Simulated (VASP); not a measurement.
Crystal: CdTe.

```
CELL_PARAMETERS angstrom
0.00000 3.20500 3.20500
3.20500 0.00000 3.20500
3.20500 3.20500 0.00000
ATOMIC_POSITIONS crystal
Te 0.75000 0.75000 0.75000
Cd 0.00000 0.00000 0.00000
```

| Property | Result |
| --- | --- |
| Program | VASP 6.6.1 |
| Task | relaxation of cell and atoms |
| Functional | HF |
| Potentials or basis | VASP PAW PBE potentials, release 64 (Te, Cd) |
| Cutoff | 600 eV |
| k mesh | 4 × 4 × 4 |
| Occupations | fermi-dirac, width 0.05 eV |
| Spin | no spin polarisation |

At the start: pressure 6.1 GPa; volume 32.92 Å³/atom.

Q: Where does the relaxation end?

A: Over 3 steps the energy falls by 70.7 meV/atom and the volume is 37.04 Å³/atom (+12.5 %); space group F-43m (No. 216, to 0.1 Å) before and after.

Step by step:
```csv
step,energy change (eV),largest force (eV/Å),pressure (GPa),volume (Å³)
1,0.0000,0.0000,6.10,65.84
2,-0.1121,0.0000,-2.03,78.53
3,-0.1414,0.0000,-0.02,74.08
```

Final structure:
```
Te Cd
1.0
     0.00000    3.33348    3.33348
     3.33348    0.00000    3.33348
     3.33348    3.33348    0.00000
Te Cd
1 1
Direct
  0.75000 0.75000 0.75000
  0.00000 0.00000 0.00000
```

Caveat: the k points lie up to 0.41 Å⁻¹ apart in the final cell; the PAW data sets were made with another functional, which shifts forces and pressure a little.
